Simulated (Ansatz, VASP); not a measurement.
**One calculation of AlN, two programs**

```
CELL_PARAMETERS angstrom
0.00000 2.01887 2.01887
1.90137 0.00000 2.01887
1.90137 2.01887 0.00000
ATOMIC_POSITIONS crystal
Al 0.00000 0.00000 0.00000
N 0.50000 0.50000 0.50000
```

Change from the starting cell: uniaxial_x strain -5.8%.

Alike in both runs: task single point; functional r2SCAN; k mesh 10 × 10 × 10; no spin polarisation.

|  | VASP | Ansatz |
| --- | --- | --- |
| version | VASP 6.6.1 | Ansatz 0.2.0 |
| potentials or method | VASP PAW PBE potentials, release 64 (Al, N) | plane waves, PAW |
| plane-wave cutoff (eV) | 520 | 500 |
| occupations | gaussian, width 0.01 eV | fixed |
| valence electrons in the cell | 8 | 8 |

```tsv
	VASP	Ansatz	Ansatz less VASP
gap on the k mesh at the Fermi level (eV)	5.33	5.37	+0.039
pressure (GPa)	20.0	20.8	+0.82
traceless stress, the component that is largest in VASP (GPa)	18.25	17.90	-0.349
```

VASP's potentials were made for PBE, not for r2SCAN.
